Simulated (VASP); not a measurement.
# Al (Fm-3m) in VASP: a series of runs

The runs below take Al through single point, with r2SCAN.

Everything below comes from runs of VASP 6.6.1. Logs are shortened: lines on timing, memory, paths and dates and some standing lists are left out, and cuts for length are marked.

### Step 1. The cell of the first run

It takes space group Fm-3m (No. 225, cubic). Conventional cell: a = 3.991 Å, b = 3.991 Å, c = 3.991 Å, α = 90.00°, β = 90.00°, γ = 90.00°. Within 3.7 Å of Al (site symmetry m-3m) lie 12 Al at 2.82 Å.

### Step 2. Single point, r2SCAN

POSCAR

```
Al
1.0
    0.0000000000      1.9956063675      1.9956063675
    1.9956063675      0.0000000000      1.9956063675
    1.9956063675      1.9956063675      0.0000000000
Al
1
Direct
    0.0000000000      0.0000000000      0.0000000000
```

INCAR.step1

```
ALGO     = Normal         # electronic algorithm
EDIFF    = 1E-4           # SCF threshold, eV
ENCUT    = 520            # plane-wave cutoff, eV
GGA      = PE             # functional
ISMEAR   = 0              # smearing method
LASPH    = T              # aspherical terms in the spheres
LCHARG   = F              # write CHGCAR
LREAL    = F              # projectors in reciprocal space
LWAVE    = T              # write WAVECAR
NBANDS   = 8              # bands
NELM     = 60             # most SCF steps
PREC     = Accurate       # precision mode
SIGMA    = 0.1            # smearing width, eV
```

INCAR.step2

```
ALGO     = Normal         # electronic algorithm
EDIFF    = 1E-6           # SCF threshold, eV
ENCUT    = 520            # plane-wave cutoff, eV
ISIF     = 2              # what is computed and relaxed
ISMEAR   = 0              # smearing method
ISTART   = 1            
LASPH    = T              # aspherical terms in the spheres
LCHARG   = T              # write CHGCAR
LELF     = T              # ELF
LMIXTAU  = T            
LREAL    = F              # projectors in reciprocal space
LVHAR    = T            
LWAVE    = F              # write WAVECAR
METAGGA  = R2SCAN         # meta-GGA
NBANDS   = 8              # bands
NELM     = 60             # most SCF steps
PREC     = Accurate       # precision mode
SIGMA    = 0.1            # smearing width, eV
```

KPOINTS

```
k-points
0
Gamma
  24 24 24
```

Potentials or basis: VASP PAW PBE potentials, release 64 (Al).

On the command line:

```
cat potpaw_PBE.64/Al/POTCAR > POTCAR
cp INCAR.step1 INCAR
mpirun -np 1 vasp_std > vasp.out
cp INCAR.step2 INCAR
mpirun -np 1 vasp_std > vasp.out
```

OUTCAR:

```text
EDIFF = 1E-6
   ENCUT = 520
   ISIF = 2
   ISMEAR = 0
   ISTART = 1
   LASPH = T
   LREAL = F
   METAGGA = R2SCAN
   NELM = 60
   PREC = Accurate

 ion  position               nearest neighbor table
   1  0.000  0.000  0.000-

  LATTYP: Found a face centered cubic cell.
 ALAT       =     3.9912127350

  Lattice vectors:

 A1 = (   0.0000000000,   1.9956063675,   1.9956063675)
 A2 = (   1.9956063675,   0.0000000000,   1.9956063675)
 A3 = (   1.9956063675,   1.9956063675,   0.0000000000)

Analysis of symmetry for initial positions (statically):
=====================================================================
 Subroutine PRICEL returns:
 Original cell was already a primitive cell.

 Routine SETGRP: Setting up the symmetry group for a
 face centered cubic supercell.

 Subroutine GETGRP returns: Found 48 space group operations
 (whereof 48 operations were pure point group operations)
 out of a pool of 48 trial point group operations.

The static configuration has the point symmetry O_h .

Analysis of symmetry for dynamics (positions and initial velocities):
=====================================================================
 Subroutine PRICEL returns:
 Original cell was already a primitive cell.

 Routine SETGRP: Setting up the symmetry group for a
 face centered cubic supercell.

 Subroutine GETGRP returns: Found 48 space group operations
 (whereof 48 operations were pure point group operations)
 out of a pool of 48 trial point group operations.

The dynamic configuration has the point symmetry O_h .

 Subroutine INISYM returns: Found 48 space group operations
 (whereof 48 operations are pure point group operations),
 and found     1 'primitive' translations

----------------------------------------------------------------------------------------

                                     Primitive cell

  volume of cell :      15.8948

  direct lattice vectors                    reciprocal lattice vectors
     0.000000000  1.995606367  1.995606367    -0.250550413  0.250550413  0.250550413
     1.995606367  0.000000000  1.995606367     0.250550413 -0.250550413  0.250550413
     1.995606367  1.995606367  0.000000000     0.250550413  0.250550413 -0.250550413

  length of vectors
     2.822213590  2.822213590  2.822213590     0.433966046  0.433966046  0.433966046

  position of ions in fractional coordinates (direct lattice)
     0.000000000  0.000000000  0.000000000

  ion indices of the primitive-cell ions
   primitive index   ion index
                 1           1

[... 70 lines left out ...]
   NELM   =     60;   NELMIN=  2; NELMDL=  0     # of ELM steps
   EDIFF  = 0.1E-05   stopping-criterion for ELM
   LREAL  =      F    real-space projection
   EDIFFG = 0.1E-04   stopping-criterion for IOM
   NSW    =      0    number of steps for IOM
   IBRION =     -1    ionic relax: 0-MD 1-quasi-New 2-CG
   NFREE  =      0    steps in history (QN), initial steepest desc. (CG)
   ISIF   =      2    stress and relaxation
   ISYM   =      2    0-nonsym 1-usesym 2-fastsym
   POTIM  = 0.5000    time-step for ionic-motion
   TEBEG  =    0.0;   TEEND  =   0.0 temperature during run
   PSTRESS=    0.0 pullay stress
   NELECT =       3.0000    total number of electrons
   NUPDOWN=      -1.0000    fix difference up-down
   EMIN   =  10.00;   EMAX   =-10.00  energy-range for DOS
   EFERMI =   0.00;   METHOD = LEGACY
   ISMEAR =     0;   SIGMA  =   0.10  broadening in eV -4-tet -1-fermi 0-gaus
   EFERMI_NEDOS =   21; number of points for ismear=-14 and -15
   IALGO  =     38    algorithm
   IMIX   =      4    mixing-type and parameters
     AMIX     =   0.40;   BMIX     =  1.00
     AMIX_MAG =   1.60;   BMIX_MAG =  1.00
  volume/ion in A,a.u.               =      15.89       107.26
  Fermi-wavevector in a.u.,A,eV,Ry     =   0.939068  1.774581 11.998280  0.881849
  Thomas-Fermi vector in A             =   2.066343
   LORBIT       =      0    0 simple, 1 ext, 2 COOP (PROOUT), +10 PAW based schemes
   METAGGA = R2SCAN    functional components
   LHFCALC =     F    Hartree Fock is set to
   AEXX    =    0.0000 exact exchange contribution
   IVDW    =     0    specifies the selected vdW correction
   LEPSILON=     F    determine dielectric tensor
   LRPA    =     F    only Hartree local field effects (RPA)
 non-spin polarized calculation
 Gauss-broadening in eV      SIGMA  =   0.10
  energy-cutoff  :      520.00
  volume of cell :       15.89
 maximum number of plane-waves:       444
 NGX is ok and might be reduce to    24
   NGX = 11   NGY = 11   NGZ = 11

 number of electron       3.0000000 magnetization

 Free energy of the ion-electron system (eV)
  ---------------------------------------------------
  ext. energy  EPLUGINS =         0.00000000
  ---------------------------------------------------
  free energy    TOTEN  =        -6.73873408 eV

  energy without entropy =       -6.73710774  energy(sigma->0) =       -6.73792091

 E-fermi :   8.4403     XC(G=0): -11.0461

 val. band max:        8.4318519768   @ k =  -0.2500   0.2917   0.1250
 cond. band min:       8.4777063768   @ k =  -0.2917   0.1667   0.0417
 fundamental gap:      0.0458543999
 Fermi energy:         8.4402795951

 k-point     1 :       0.0000    0.0000    0.0000
  band No.  band energies     occupation
      1      -3.6945      2.00000
      2      21.9469      0.00000
      3      21.9469      0.00000
      4      21.9469      0.00000
      5      24.1546      0.00000
      6      24.1546      0.00000
      7      24.1546      0.00000
      8      26.0457      0.00000
[... 243 lines left out ...]
 k-point    24 :       0.4583    0.0417    0.0000
  band No.  band energies     occupation
      1       2.0699      2.00000
      2       5.2605      2.00000
      3      19.5980      0.00000
      4      20.0711      0.00000
      5      21.0319      0.00000
      6      22.4536      0.00000
      7      25.0467      0.00000
      8      26.1043      0.00000

 [... further k-points ...]
[... 5 lines left out ...]
  --------------------------------------------------------------------------------------
  -------------------------------------------------------------------------------------
  Total       -0.0320401     -0.0320401     -0.0320401     -0.0000000     -0.0000000      0.0000000
  in kB       -3.2296095     -3.2296095     -3.2296095     -0.0000000     -0.0000000      0.0000000
  external PRESSURE =      -3.2296095 kB  Pullay stress =       0.0000000 kB

 VOLUME and BASIS-vectors are now :
 -----------------------------------------------------------------------------
  energy-cutoff  :      520.00
  volume of cell :       15.89
      direct lattice vectors                 reciprocal lattice vectors
     0.000000000  1.995606367  1.995606367    -0.250550413  0.250550413  0.250550413
     1.995606367  0.000000000  1.995606367     0.250550413 -0.250550413  0.250550413
     1.995606367  1.995606367  0.000000000     0.250550413  0.250550413 -0.250550413

 POSITION                                       TOTAL-FORCE (eV/Angst)
 -----------------------------------------------------------------------------------
      0.00000      0.00000      0.00000         0.000000      0.000000      0.000000
 -----------------------------------------------------------------------------------
    total drift:                                0.000000     -0.000000      0.000000

  FREE ENERGIE OF THE ION-ELECTRON SYSTEM (eV)
  ---------------------------------------------------
  free  energy   TOTEN  =        -6.7387340786 eV

  energy  without entropy=       -6.7371077357  energy(sigma->0) =       -6.73792091
```

OUTCAR.step1:

```text
EDIFF = 1E-4
   ENCUT = 520
   GGA = PE
   ISMEAR = 0
   LASPH = T
[... 480 lines left out ...]

 POSITION                                       TOTAL-FORCE (eV/Angst)
 -----------------------------------------------------------------------------------
      0.00000      0.00000      0.00000        -0.000000      0.000000     -0.000000
 -----------------------------------------------------------------------------------
    total drift:                               -0.000000      0.000000     -0.000000

  FREE ENERGIE OF THE ION-ELECTRON SYSTEM (eV)
  ---------------------------------------------------
  free  energy   TOTEN  =        -3.7401597457 eV

  energy  without entropy=       -3.7378957048  energy(sigma->0) =       -3.73902773
```

Run time: 1.9 min. Hardware: 1 thread of Intel Xeon Platinum 8259CL at 2.50GHz (Skylake/Cascade Lake), shared host; peak memory 0.17 GiB.

Results:

```
Free energy : -6.7387 eV
Pressure    : -0.3 GPa
```

Levels at points of the mesh, in eV from the Fermi level:
```tsv
k point	band 1	band 2	band 3	band 4
(0.00, 0.00, 0.00)	-12.13	13.51	13.51	13.51
(0.50, 0.00, 0.00)	-5.18	-4.61	12.23	12.23
(0.50, 0.50, 0.00)	-3.28	-1.70	5.44	6.16
```

Caveat: the PAW data sets were made with another functional, which shifts forces and pressure a little.

### Step 3. Single point, r2SCAN

POSCAR

```
Al
1.0
    0.0000000000      1.9955021393      1.9955021393
    1.9955021393      0.0000000000      1.9955021393
    1.9955021393      1.9955021393      0.0000000000
Al
1
Direct
    0.5000000000      0.5000000000      0.5000000000
```

INCAR.step1

```
SYSTEM = Al
  ALGO = Normal
  EDIFF = 1E-4
  ENCUT = 520
  GGA = PE
  ISMEAR = 0
  LASPH = .True.
  LCHARG = .False.
  LREAL = .False.
  LWAVE = .True.
  NBANDS = 8
  NELM = 80
  PREC = Accurate
  SIGMA = 0.1
```

INCAR.step2

```
SYSTEM = Al
  ALGO = Normal
  EDIFF = 1E-7
  ENCUT = 520
  ISIF = 2
  ISMEAR = 0
  ISTART = 1
  LASPH = .True.
  LCHARG = .True.
  LELF = .True.
  LMIXTAU = .True.
  LREAL = .False.
  LVHAR = .True.
  LWAVE = .False.
  METAGGA = R2SCAN
  NBANDS = 8
  NELM = 80
  PREC = Accurate
  SIGMA = 0.1
```

KPOINTS

```
k-points
0
Gamma
  24 24 24
  0 0 0
```

Potentials or basis: VASP PAW PBE potentials, release 64 (Al).

On the command line:

```
cat potpaw_PBE.64/Al/POTCAR > POTCAR
cp INCAR.step1 INCAR
mpirun -np 1 vasp_std > vasp.out
cp INCAR.step2 INCAR
mpirun -np 1 vasp_std > vasp.out
```

Run time: 2.4 min. Hardware: 1 thread of Intel Xeon Platinum 8259CL at 2.50GHz (Skylake/Cascade Lake), shared host; peak memory 0.17 GiB.

The run converged. Its results:

| Quantity | Value |
| --- | --- |
| Free energy | -6.7387 eV |
| Pressure | -0.3 GPa |

Levels at points of the mesh, in eV from the Fermi level:
```tsv
k point	band 1	band 2	band 3	band 4	band 5	band 6
(0.00, 0.00, 0.00)	-12.14	13.51	13.51	13.51	15.72	15.72
(0.50, 0.00, 0.00)	-5.18	-4.61	12.23	12.23	12.71	12.71
(0.50, 0.50, 0.00)	-3.28	-1.70	5.44	6.16	6.16	10.27
```

Caveat: the PAW data sets were made with another functional, which shifts forces and pressure a little.
